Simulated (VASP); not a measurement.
A run of VASP 6.6.1 is set up as follows.

INCAR

```
PREC     = Accurate       # precision mode
ENCUT    = 520            # plane-wave cutoff, eV
EDIFF    = 1E-6           # SCF threshold, eV
ISMEAR   = -1             # smearing method
SIGMA    = 0.15           # smearing width, eV
LREAL    = False          # projectors in reciprocal space
LASPH    = True           # aspherical terms in the spheres
NELM     = 100            # most SCF steps
ALGO     = Fast           # electronic algorithm
ISIF     = 2              # what is computed and relaxed
LWAVE    = False          # write WAVECAR
LCHARG   = False          # write CHGCAR
GGA      = PS             # functional
NBANDS   = 16             # bands
```

Contents of KPOINTS:

```
regular mesh
0
Gamma
  12 12 12
```

The input POSCAR:

```
Be2Sn
1.0
    0.0000000000      2.8810215129      2.8810215129
    2.8810215129      0.0000000000      2.8810215129
    2.8810215129      2.8810215129      0.0000000000
Be Sn
2 1
Direct
    0.7500000000      0.7500000000      0.7500000000
    0.2500000000      0.2500000000      0.2500000000
    0.0000000000      0.0000000000      0.0000000000
```

Potentials or basis: VASP PAW PBE potentials, release 64 (Be, Sn_d).

Run with:

```bash
$ cat potpaw_PBE.64/Be/POTCAR potpaw_PBE.64/Sn_d/POTCAR > POTCAR
$ mpirun -np 1 vasp_std > vasp.out
```

Task: Predict the pressure.

Result: 0.0 GPa.

Task: What does it give for the band gap on the k mesh?

Result: Zero (band 9 reaches 7.82 eV, above the bottom of band 10 at 6.63 eV).

Caveat: the PAW data sets were made with another functional, which shifts forces and pressure a little; spin-orbit coupling is left out, which moves the levels of the heavy elements.
